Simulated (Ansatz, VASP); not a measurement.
## SrCl2: VASP beside Ansatz

```
CELL_PARAMETERS angstrom
0.00000 3.55442 3.44884
3.55442 0.00000 3.44884
3.55442 3.55442 0.00000
ATOMIC_POSITIONS crystal
Sr 0.00000 0.00000 0.00000
Cl 0.25000 0.25000 0.25000
Cl 0.75000 0.75000 0.75000
```

Change from the starting cell: strain +e along x and -e along y +0.0000, strain +e along z and -e/2 along x and y -0.0200.

Alike in both runs: task single point; functional PBE; k mesh 6 × 6 × 6; occupations gaussian, width 0.05 eV; no spin polarisation.

```csv
,VASP,Ansatz
version,VASP 6.6.1,Ansatz 0.2.0
potentials or method,"VASP PAW PBE potentials, release 64 (Sr_sv, Cl), cutoff 520 eV","scalar-relativistic, plane waves, PAW"
valence electrons in the cell,24,24
```

|  | VASP | Ansatz | Ansatz less VASP |
| --- | --- | --- | --- |
| gap on the k mesh at the Fermi level (eV) | 5.09 | 5.09 | +0.004 |
| least direct gap on the mesh (eV) | 5.38 | 5.39 | +0.002 |
| pressure (GPa) | 0.1 | 0.1 | -0.07 |
| traceless stress, the component that is largest in VASP (GPa) | 1.01 | 1.01 | +0.005 |

The functional is the same, so the differences come from potentials, cutoffs and numerics.
